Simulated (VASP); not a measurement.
Here is a VASP 6.6.1 calculation.

INCAR

```
PREC = Accurate
ENCUT = 520
EDIFF = 1E-7
ISMEAR = 0
SIGMA = 0.1
LREAL = F
LASPH = T
NELM = 100
ALGO = Normal
ISIF = 2
LWAVE = F
LCHARG = F
GGA = PE
NBANDS = 32
```

The input KPOINTS:

```
regular mesh
0
Gamma
  6 6 4
```

File POSCAR:

```
Ga3P2
1.0
    3.9847638299      0.0000000000      0.0000000000
   -1.9923819149      3.4509067048      0.0000000000
    0.0000000000      0.0000000000      6.1996452480
Ga P
3 2
Direct
    0.0000000000      0.0000000000      0.0000000000
    0.3333333333      0.6666666667      0.6450000000
    0.6666666667      0.3333333333      0.3550000000
    0.3333333333      0.6666666667      0.2450000000
    0.6666666667      0.3333333333      0.7550000000
```

Potentials or basis: VASP PAW PBE potentials, release 64 (Ga_d, P).

Launch:

```bash
$ cat potpaw_PBE.64/Ga_d/POTCAR potpaw_PBE.64/P/POTCAR > POTCAR
$ mpirun -np 1 vasp_std > vasp.out
```

What does it give for the pressure?

12.1 GPa.

What does it give for the largest force?

0.503 eV/Å.

Predict the band gap on the k mesh.

zero (an odd number of electrons rules out a gap without spin polarisation).

Forces in eV/Å, atoms in the order of the input:
```
Ga   0.000  0.000  0.000
Ga   0.000  0.000  0.179
Ga   0.000  0.000 -0.179
P    0.000  0.000 -0.503
P    0.000  0.000  0.503
```

Caveat: the cell stands under pressure.
